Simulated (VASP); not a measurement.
**LiTmH4: single point with PBE**

The system is LiTmH4.

```
Li Tm H
1.0
     3.46667    0.00000    0.00000
     1.67272    3.07540    0.00000
     1.02136    0.59317    5.58961
Li Tm H
1 1 4
Direct
  0.52029 0.00133 0.00245
  0.95606 0.46152 0.56310
  0.27363 0.74325 0.72136
  0.61815 0.10529 0.61498
  0.88597 0.37081 0.94225
  0.34365 0.84231 0.33893
```

The cell was built from a structure type or drawn by symmetry, and may not be a known phase.

```
Program             : VASP 6.6.1
Task                : single point
Functional          : PBE
Potentials or basis : VASP PAW PBE potentials, release 64 (Li_sv, Tm_3, H), 4f in core
Cutoff              : 750 eV
k mesh              : 6 × 6 × 4
Occupations         : gaussian, width 0.1 eV
Spin                : no spin polarisation
```

```json
{
  "Pressure": "0.0 GPa",
  "Largest force": "0.257 eV/Å",
  "Band gap on the k mesh": "zero (bands 8 and 9 overlap by 0.06 eV)"
}
```

Forces on the atoms (eV/Å):
```
Li  -0.059  0.000 -0.104
Tm   0.089 -0.241 -0.007
H   -0.020  0.145 -0.050
H   -0.026  0.071  0.041
H   -0.026  0.012  0.031
H    0.041  0.014  0.088
```

Stress tensor (GPa, compression positive):
```
 0.55  0.14  0.32
 0.14 -0.08  0.79
 0.32  0.79 -0.59
```

Levels at points of the mesh, in eV from the Fermi level:
| k point | band 5 | band 6 | band 7 | band 8 | band 9 | band 10 | band 11 | band 12 |
| --- | --- | --- | --- | --- | --- | --- | --- | --- |
| (0.00, 0.00, 0.00) | -9.16 | -4.88 | -4.26 | -0.05 | 1.20 | 1.52 | 3.81 | 3.98 |
| (0.50, 0.00, 0.00) | -6.04 | -5.09 | -4.47 | -3.57 | 1.77 | 2.57 | 3.38 | 4.75 |
| (0.00, 0.50, 0.00) | -6.09 | -5.04 | -4.49 | -3.56 | 1.61 | 2.70 | 3.27 | 4.88 |
| (0.50, 0.50, 0.00) | -6.18 | -4.97 | -3.99 | -3.49 | 0.67 | 2.60 | 3.00 | 5.28 |
| (0.00, 0.00, 0.50) | -8.97 | -5.91 | -3.05 | 0.08 | 1.19 | 1.50 | 2.03 | 3.71 |
| (0.50, 0.00, 0.50) | -5.87 | -5.06 | -4.38 | -3.78 | 0.91 | 2.76 | 3.66 | 5.25 |
| (0.00, 0.50, 0.50) | -5.91 | -5.02 | -4.38 | -3.82 | 0.89 | 2.83 | 3.65 | 5.16 |
| (0.50, 0.50, 0.50) | -6.07 | -4.93 | -4.62 | -2.97 | 0.84 | 2.19 | 3.58 | 4.63 |

It took 54 s on 1 thread of Intel(R) Xeon(R) 6975P-C (Granite Rapids), on a shared host, peak memory 0.31 GiB.

Caveat: spin-orbit coupling is left out, which moves the levels of the heavy elements; the 4f electrons are frozen in the core, so they carry no moment and show no levels. Spin polarisation is off, so any magnetic state and its effect on volume and gap are missing.
